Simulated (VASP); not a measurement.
# Ge in VASP: further runs, part 3 of 3

VASP 6.6.1. The steps go on from the part before.

## (5) Electric field gradients, PBE (z stretched by +2 % at fixed volume)

INCAR reads:

```
SYSTEM = Ge
PREC = Accurate ; ENCUT = 520
EDIFF = 1E-8 ; ISMEAR = -1
SIGMA = 0.05 ; LREAL = .FALSE.
LASPH = .TRUE. ; NELM = 80
ALGO = Normal ; ISIF = 2
LWAVE = .FALSE. ; LCHARG = .FALSE.
GGA = PE ; LEFG = .TRUE.
NBANDS = 21
```

KPOINTS reads:

```
Automatic mesh
0
G
  11 11 11
  0 0 0
```

POSCAR reads:

```
Ge
1.0
    0.0000000000      2.8008996652      2.8853454000
    2.8008996652      0.0000000000      2.8853454000
    2.8008996652      2.8008996652      0.0000000000
Ge
2
Direct
    0.5000000000      0.5000000000      0.5000000000
    0.7500000000      0.7500000000      0.7500000000
```

Potentials or basis: VASP PAW PBE potentials, release 64 (Ge_d).

On the command line:

```sh
> cat potpaw_PBE.64/Ge_d/POTCAR > POTCAR
> mpirun -np 1 vasp_std > vasp.out
```

OUTCAR:

```text
SYSTEM = Ge
   PREC = Accurate
   ENCUT = 520
   EDIFF = 1E-8
   ISMEAR = -1
   LREAL = .FALSE.
   LASPH = .TRUE.
   NELM = 80
   ISIF = 2
   GGA = PE

 ion  position               nearest neighbor table
   1  0.500  0.500  0.500-   2 2.45   2 2.45   2 2.45   2 2.45
   2  0.750  0.750  0.750-   1 2.45   1 2.45   1 2.45   1 2.45

  LATTYP: Found a body centered tetragonal cell.
 ALAT       =     3.9610702934
 C/A-ratio  =     1.4568513994

  Lattice vectors:

 A1 = (  -2.8008996652,   0.0000000000,   2.8853454000)
 A2 = (   2.8008996652,   0.0000000000,   2.8853454000)
 A3 = (   0.0000000000,   2.8008996652,  -2.8853454000)

Analysis of symmetry for initial positions (statically):
=====================================================================
 Subroutine PRICEL returns:
 Original cell was already a primitive cell.

 Routine SETGRP: Setting up the symmetry group for a
 body centered tetragonal supercell.

[... 768 lines left out ...]
     0.000000000  2.800899665  2.885345400    -0.178514070  0.178514070  0.173289479
     2.800899665  0.000000000  2.885345400     0.178514070 -0.178514070  0.173289479
     2.800899665  2.800899665  0.000000000     0.178514070  0.178514070 -0.173289479

 POSITION                                       TOTAL-FORCE (eV/Angst)
 -----------------------------------------------------------------------------------
      2.80090      2.80090      2.88535        -0.000000     -0.000000     -0.000000
      4.20135      4.20135      4.32802         0.000000      0.000000      0.000000
 -----------------------------------------------------------------------------------
    total drift:                                0.000000     -0.000000     -0.000000

  FREE ENERGIE OF THE ION-ELECTRON SYSTEM (eV)
  ---------------------------------------------------
  free  energy   TOTEN  =        -9.0020165006 eV

  energy  without entropy=       -9.0015264434  energy(sigma->0) =       -9.00177147

 Electric field gradients (V/A^2)
---------------------------------------------------------------------
 ion       V_xx      V_yy      V_zz      V_xy      V_xz      V_yz
---------------------------------------------------------------------
   1       0.353     0.353    -0.707     0.004     0.003     0.003
   2       0.353     0.353    -0.707     0.004     0.003     0.003
---------------------------------------------------------------------

 Electric field gradients after diagonalization (V/A^2)
 (convention: |V_zz| > |V_xx| > |V_yy|)
----------------------------------------------------------------------
 ion       V_xx      V_yy      V_zz     asymmetry (V_yy - V_xx)/ V_zz
----------------------------------------------------------------------
   1       0.358     0.349    -0.707       0.012
   2       0.358     0.349    -0.707       0.012
----------------------------------------------------------------------

           NMR quadrupolar parameters

 Cq : quadrupolar parameter    Cq=e*Q*V_zz/h
 eta: asymmetry parameters     (V_yy - V_xx)/ V_zz
 Q  : nuclear electric quadrupole moment in mb (millibarn)
----------------------------------------------------------------------
 ion       Cq(MHz)       eta       Q (mb)
----------------------------------------------------------------------
   1      -0.002       0.012       1.000
   2      -0.002       0.012       1.000
----------------------------------------------------------------------
```

Run time: 1.8 min. Hardware: 1 thread of Intel Xeon Platinum 8259CL at 2.50GHz (Skylake/Cascade Lake), shared host; peak memory 0.23 GiB.

Results:

```yaml
Free_energy: -9.0020 eV
Pressure: 3.6 GPa
Band_gap_on_the_k_mesh: zero (filled and empty bands touch)
```

Stress tensor (GPa, compression positive):
```
4.34 0.00 0.00
0.00 4.34 0.00
0.00 0.00 2.14
```

Levels at points of the mesh, in eV from the Fermi level:
| k point | band 11 | band 12 | band 13 | band 14 | band 15 | band 16 | band 17 | band 18 |
| --- | --- | --- | --- | --- | --- | --- | --- | --- |
| (0.00, 0.00, 0.00) | -12.84 | -0.23 | -0.04 | 0.01 | 0.01 | 2.44 | 2.44 | 2.59 |

Electric field gradients, principal values (V/Å²):
| atom | least | middle | greatest (by size) |
| --- | --- | --- | --- |
| 1 Ge | 0.349 | 0.358 | -0.707 |
| 2 Ge | 0.349 | 0.358 | -0.707 |

Caveat: without QUAD_EFG the Cq values of the log hold for a quadrupole moment of 1 mb, not for the nuclei.

## (6) Summary

```csv
cell,k mesh,pressure (GPa)
"a = 4.000 Å, angles 60.0°, 2 atoms",6 × 6 × 6,3.6
"a = 4.000 Å, angles 60.0°, 2 atoms",8 × 8 × 8,3.6
"a = 4.000 Å, angles 60.0°, 2 atoms",15 × 15 × 15,3.6
"a = 4.021, b = 4.021, c = 3.961 Å, angles 60.5, 60.5, 59.0°, 2 atoms",11 × 11 × 11,3.6
```

Alike in all rows: task electric field gradients; level PBE; potentials or basis VASP PAW PBE potentials, release 64 (Ge_d); no spin polarisation; cutoff (eV) 520; smearing fermi-dirac 0.05 eV.

Absolute energies hang on the potentials; compare differences alone.
